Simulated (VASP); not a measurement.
Mg2CdO3:

```
CELL_PARAMETERS angstrom
3.25074 0.00000 0.00000
-1.62537 2.81522 0.00000
0.00000 0.00000 7.96587
ATOMIC_POSITIONS crystal
Mg 0.33333 0.66667 0.33330
Mg 0.66667 0.33333 0.66670
Cd 0.00000 0.00000 0.00000
O 0.66667 0.33333 0.16670
O 0.33333 0.66667 0.83330
O 0.00000 0.00000 0.50000
```

- Program: VASP 6.6.1
- Task: relaxation of cell and atoms
- Functional: PBE
- Potentials or basis: VASP PAW PBE potentials, release 64 (Mg, Cd, O)
- Cutoff: 600 eV
- k mesh: 4 × 4 × 2
- Occupations: gaussian, width 0.15 eV
- Spin: no spin polarisation

At the start: pressure -8.4 GPa; volume 12.15 Å³/atom.

Where does the relaxation end?

Over 7 steps the energy falls by 126.4 meV/atom and the volume is 10.93 Å³/atom (-10.1 %); space group P-3m1 (No. 164, to 0.05 Å).

Step by step:
| step | energy change (eV) | largest force (eV/Å) | pressure (GPa) | volume (Å³) |
| --- | --- | --- | --- | --- |
| 1 | 0.0000 | 2.1043 | -8.43 | 72.90 |
| 2 | -0.5279 | 1.3181 | 0.60 | 66.36 |
| 3 | -0.5712 | 0.9338 | 5.60 | 63.93 |
| 4 | -0.7384 | 0.5294 | 0.94 | 65.11 |
| 5 | -0.7408 | 0.4734 | 0.44 | 65.28 |
| 6 | -0.7577 | 0.1418 | -0.33 | 65.61 |
| 7 | -0.7583 | 0.0431 | -0.22 | 65.55 |

Final structure:
```yaml
crystal:
  lattice:
    - [3.12354, 0.00000, 0.00000]
    - [-1.56177, 2.70506, 0.00000]
    - [0.00000, 0.00000, 7.75826]
  atoms:
    - { symbol: Mg, position: [0.33333, 0.66667, 0.34447] }
    - { symbol: Mg, position: [0.66667, 0.33333, 0.65553] }
    - { symbol: Cd, position: [0.00000, 0.00000, 0.00000] }
    - { symbol: O, position: [0.66667, 0.33333, 0.19639] }
    - { symbol: O, position: [0.33333, 0.66667, 0.80361] }
    - { symbol: O, position: [0.00000, 0.00000, 0.50000] }
```

Caveat: the k points lie up to 0.58 Å⁻¹ apart in the final cell; the relaxation stopped at a loose force limit of 0.08 eV/Å, so its end isn't a converged minimum.
